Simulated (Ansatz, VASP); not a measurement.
Ti in VASP and in Ansatz

File INCAR:

```
PREC = Accurate ; ENCUT = 520
EDIFF = 1E-6 ; ISMEAR = 0
SIGMA = 0.15 ; LREAL = F
LASPH = T ; NELM = 60
ALGO = Fast ; ISIF = 2
LWAVE = F ; LCHARG = F
GGA = PS ; NBANDS = 19
```

KPOINTS

```
Automatic mesh
0
Gamma
  18 18 10
```

Contents of POSCAR:

```
Ti
1.0
    2.9942478283      0.0000000000      0.0000000000
   -1.4971239141      2.5930946845      0.0000000000
    0.0000000000      0.0000000000      4.6860000000
Ti
2
Direct
    0.3333333333      0.6666666667      0.2500000000
    0.6666666667      0.3333333333      0.7500000000
```

Input for Ansatz:

```yaml
crystal:
  lattice:
    - [2.9942478283, 0.0, 0.0]
    - [-1.4971239141, 2.5930946845, 0.0]
    - [0.0, 0.0, 4.686]
  atoms:
    - { symbol: Ti, position: [0.3333333333, 0.6666666667, 0.25] }
    - { symbol: Ti, position: [0.6666666667, 0.3333333333, 0.75] }
basis:
  ecutwfc: 420
kpoints:
  mp_grid: { grid: [18, 18, 10] }
hamiltonian:
  xc: pbesol
scf:
  occupations: { method: gaussian, width: 0.15 }
output:
  forces: true
  stress: true
  eigenvalues: true
```

Change from the starting cell: strain +0.015 along x and y, +0.000 along z, atoms carried along.

Alike in both runs: task single point; functional PBEsol; k mesh 18 × 18 × 10; occupations gaussian, width 0.15 eV; no spin polarisation.

|  | VASP | Ansatz |
| --- | --- | --- |
| version | VASP 6.6.1 | Ansatz 0.2.0 |
| potentials or method | VASP PAW PBE potentials, release 64 (Ti_sv), cutoff 520 eV | scalar-relativistic, plane waves, PAW |
| valence electrons in the cell | 24 | 24 |

|  | VASP | Ansatz | Ansatz less VASP |
| --- | --- | --- | --- |
| gap on the k mesh at the Fermi level (eV) | none | none | - |
| pressure (GPa) | -9.0 | -8.6 | +0.40 |
| traceless stress, the component that is largest in VASP (GPa) | 0.58 | 0.58 | +0.001 |

VASP's potentials were made for PBE, not for PBEsol. A gap of «none» marks a metal or a gap that the smearing closes.
